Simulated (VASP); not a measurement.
# BaIr3 (Pm-3m) in VASP: further runs, part 2 of 3

VASP 6.6.1.

### 3 Single point, PBE

This run uses another cell than the first one, of 18.81 Å³/atom, 0.988 times its volume.

File INCAR:

```
  ALGO = Fast
  EDIFF = 1E-6
  ENCUT = 520
  GGA = PE
  ISIF = 2
  ISMEAR = 0
  LASPH = T
  LCHARG = T
  LELF = T
  LREAL = F
  LVHAR = T
  LWAVE = F
  NBANDS = 26
  NELM = 100
  PREC = Accurate
  SIGMA = 0.1
```

File KPOINTS:

```
k-points
0
Gamma
  12 12 12
```

File POSCAR:

```
BaIr3
1.0
    4.2217053432      0.0000000000      0.0000000000
    0.0000000000      4.2217053432      0.0000000000
    0.0000000000      0.0000000000      4.2217053432
Ba Ir
1 3
Direct
    0.0000000000      0.0000000000      0.0000000000
    0.0000000000      0.5000000000      0.5000000000
    0.5000000000      0.0000000000      0.5000000000
    0.5000000000      0.5000000000      0.0000000000
```

Potentials or basis: VASP PAW PBE potentials, release 64 (Ba_sv, Ir).

Launch:

```bash
$ cat potpaw_PBE.64/Ba_sv/POTCAR potpaw_PBE.64/Ir/POTCAR > POTCAR
$ mpirun -np 1 vasp_std > vasp.out
```

OUTCAR:

```text
EDIFF = 1E-6
   ENCUT = 520
   GGA = PE
   ISIF = 2
   ISMEAR = 0
   LASPH = T
   LREAL = F
   NELM = 100
   PREC = Accurate

 ion  position               nearest neighbor table
   1  0.000  0.000  0.000-   2 2.99   3 2.99   4 2.99   2 2.99   3 2.99   2 2.99   4 2.99   2 2.99
                             3 2.99   4 2.99   3 2.99   4 2.99
   2  0.000  0.500  0.500-   1 2.99   3 2.99   4 2.99   1 2.99   4 2.99   1 2.99   3 2.99   1 2.99
                             3 2.99   4 2.99   4 2.99   3 2.99
   3  0.500  0.000  0.500-   1 2.99   2 2.99   4 2.99   1 2.99   4 2.99   2 2.99   4 2.99   4 2.99
                             1 2.99   2 2.99   1 2.99   2 2.99
   4  0.500  0.500  0.000-   1 2.99   2 2.99   3 2.99   2 2.99   3 2.99   1 2.99   3 2.99   3 2.99
                             1 2.99   2 2.99   2 2.99   1 2.99

  LATTYP: Found a simple cubic cell.
 ALAT       =     4.2217053432

  Lattice vectors:

 A1 = (   4.2217053432,   0.0000000000,   0.0000000000)
 A2 = (   0.0000000000,   4.2217053432,   0.0000000000)
 A3 = (   0.0000000000,   0.0000000000,   4.2217053432)

Analysis of symmetry for initial positions (statically):
=====================================================================
 Subroutine PRICEL returns:
 Original cell was already a primitive cell.

 Routine SETGRP: Setting up the symmetry group for a
 simple cubic supercell.

 Subroutine GETGRP returns: Found 48 space group operations
 (whereof 48 operations were pure point group operations)
 out of a pool of 48 trial point group operations.

The static configuration has the point symmetry O_h .

Analysis of symmetry for dynamics (positions and initial velocities):
=====================================================================
 Subroutine PRICEL returns:
 Original cell was already a primitive cell.

 Routine SETGRP: Setting up the symmetry group for a
 simple cubic supercell.
[... 121 lines left out ...]
   NUPDOWN=      -1.0000    fix difference up-down
   EMIN   =  10.00;   EMAX   =-10.00  energy-range for DOS
   EFERMI =   0.00;   METHOD = LEGACY
   ISMEAR =     0;   SIGMA  =   0.10  broadening in eV -4-tet -1-fermi 0-gaus
   EFERMI_NEDOS =   21; number of points for ismear=-14 and -15
   IALGO  =     68    algorithm
   IMIX   =      4    mixing-type and parameters
     AMIX     =   0.40;   BMIX     =  1.00
     AMIX_MAG =   1.60;   BMIX_MAG =  1.00
  volume/ion in A,a.u.               =      18.81       126.94
  Fermi-wavevector in a.u.,A,eV,Ry     =   1.292173  2.441854 22.717815  1.669712
  Thomas-Fermi vector in A             =   2.423898
   LORBIT       =      0    0 simple, 1 ext, 2 COOP (PROOUT), +10 PAW based schemes
   GGA     = PE    functional components
   LHFCALC =     F    Hartree Fock is set to
   AEXX    =    0.0000 exact exchange contribution
   IVDW    =     0    specifies the selected vdW correction
   LEPSILON=     F    determine dielectric tensor
   LRPA    =     F    only Hartree local field effects (RPA)
 non-spin polarized calculation
 RMM-DIIS sequential band-by-band and
 Gauss-broadening in eV      SIGMA  =   0.10
  energy-cutoff  :      520.00
  volume of cell :       75.24
 maximum number of plane-waves:      2048
 NGX is ok and might be reduce to    32
   NGX = 15   NGY = 15   NGZ = 15

 number of electron      37.0000005 magnetization

 Free energy of the ion-electron system (eV)
  ---------------------------------------------------
  ext. energy  EPLUGINS =         0.00000000
  ---------------------------------------------------
  free energy    TOTEN  =       -24.80766697 eV

  energy without entropy =      -24.78445668  energy(sigma->0) =      -24.79606182

 E-fermi :   6.0448     XC(G=0): -12.3084

 val. band max:        6.0432053056   @ k =   0.3333   0.2500   0.0000
 cond. band min:       6.0457620311   @ k =   0.4167   0.1667   0.0833
 fundamental gap:      0.0025567255
 Fermi energy:         6.0448313476

 k-point     1 :       0.0000    0.0000    0.0000
  band No.  band energies     occupation
      1     -19.5097      2.00000
      2      -4.9566      2.00000
      3      -4.9566      2.00000
      4      -4.9566      2.00000
      5      -0.6350      2.00000
      6       1.4378      2.00000
[... 685 lines left out ...]
     25      11.7275      0.00000
     26      13.4112      0.00000

 [... further k-points ...]
[... 5 lines left out ...]
  --------------------------------------------------------------------------------------
  -------------------------------------------------------------------------------------
  Total        1.7609110      1.7609110      1.7609110      0.0000000      0.0000000     -0.0000000
  in kB       37.4959395     37.4959395     37.4959395      0.0000000      0.0000000     -0.0000000
  external PRESSURE =      37.4959395 kB  Pullay stress =       0.0000000 kB

 VOLUME and BASIS-vectors are now :
 -----------------------------------------------------------------------------
  energy-cutoff  :      520.00
  volume of cell :       75.24
      direct lattice vectors                 reciprocal lattice vectors
     4.221705343  0.000000000  0.000000000     0.236871103  0.000000000  0.000000000
     0.000000000  4.221705343  0.000000000     0.000000000  0.236871103  0.000000000
     0.000000000  0.000000000  4.221705343     0.000000000  0.000000000  0.236871103

 POSITION                                       TOTAL-FORCE (eV/Angst)
 -----------------------------------------------------------------------------------
      0.00000      0.00000      0.00000         0.000000      0.000000      0.000000
      0.00000      2.11085      2.11085         0.000000      0.000000      0.000000
      2.11085      0.00000      2.11085         0.000000      0.000000      0.000000
      2.11085      2.11085      0.00000         0.000000      0.000000      0.000000
 -----------------------------------------------------------------------------------
    total drift:                                0.000000     -0.000000     -0.000000

  FREE ENERGIE OF THE ION-ELECTRON SYSTEM (eV)
  ---------------------------------------------------
  free  energy   TOTEN  =       -24.8076669678 eV

  energy  without entropy=      -24.7844566757  energy(sigma->0) =      -24.79606182
```

OSZICAR:

```text
N       E                     dE             d eps       ncg     rms          rms(c)
DAV:   1     0.362682685604E+03    0.36268E+03   -0.16351E+04  4368   0.136E+03
DAV:   2    -0.891236711665E+00   -0.36357E+03   -0.34486E+03  4452   0.395E+02
DAV:   3    -0.265901275554E+02   -0.25699E+02   -0.24156E+02  5582   0.102E+02
DAV:   4    -0.278088407898E+02   -0.12187E+01   -0.12084E+01  6018   0.220E+01
DAV:   5    -0.278340751220E+02   -0.25234E-01   -0.25211E-01  5458   0.262E+00    0.210E+01
RMM:   6    -0.246889772151E+02    0.31451E+01   -0.83884E+00  4561   0.215E+01    0.786E+00
RMM:   7    -0.248141405177E+02   -0.12516E+00   -0.19450E+00  5229   0.787E+00    0.423E+00
RMM:   8    -0.248029938151E+02    0.11147E-01   -0.26546E-01  5151   0.243E+00    0.113E+00
RMM:   9    -0.248064141778E+02   -0.34204E-02   -0.39400E-02  5685   0.124E+00    0.333E-01
RMM:  10    -0.248080202272E+02   -0.16060E-02   -0.22404E-02  5936   0.722E-01    0.161E-01
RMM:  11    -0.248075303280E+02    0.48990E-03   -0.36019E-03  5656   0.380E-01    0.554E-02
RMM:  12    -0.248076477767E+02   -0.11745E-03   -0.14980E-03  6557   0.135E-01    0.429E-02
RMM:  13    -0.248076484842E+02   -0.70744E-06   -0.31194E-04  6342   0.101E-01    0.200E-02
RMM:  14    -0.248076615964E+02   -0.13112E-04   -0.17433E-04  7010   0.462E-02    0.770E-03
RMM:  15    -0.248076648452E+02   -0.32488E-05   -0.35199E-05  6320   0.214E-02    0.809E-03
RMM:  16    -0.248076664152E+02   -0.15700E-05   -0.17279E-05  4702   0.119E-02    0.728E-03
RMM:  17    -0.248076669678E+02   -0.55253E-06   -0.51461E-06  3928   0.766E-03
   1 F= -.24807667E+02 E0= -.24796062E+02  d E =-.232103E-01
```

stdout:

```text
POSCAR found type information on POSCAR BaIr
 POSCAR found :  2 types and       4 ions
 scaLAPACK will be used
 LDA part: xc-table for (Slater+PW92), standard interpolation
 POSCAR, INCAR and KPOINTS ok, starting setup
 FFT: planning ... GRIDC
 FFT: planning ... GRID_SOFT
 FFT: planning ... GRID
 WAVECAR not read
 entering main loop
WARNING in EDDRMM: call to ZHEGV failed, returncode =   6  3     21
```

Run time: 2.8 min. Hardware: 1 thread of Oxide Virtual Turin-like, shared host; peak memory 0.25 GiB.

Results:

```yaml
Free_energy: -24.8077 eV
Pressure: 3.7 GPa
```

Caveat: spin-orbit coupling is left out, which moves the levels of the heavy elements.

[end of part 2 of 3]
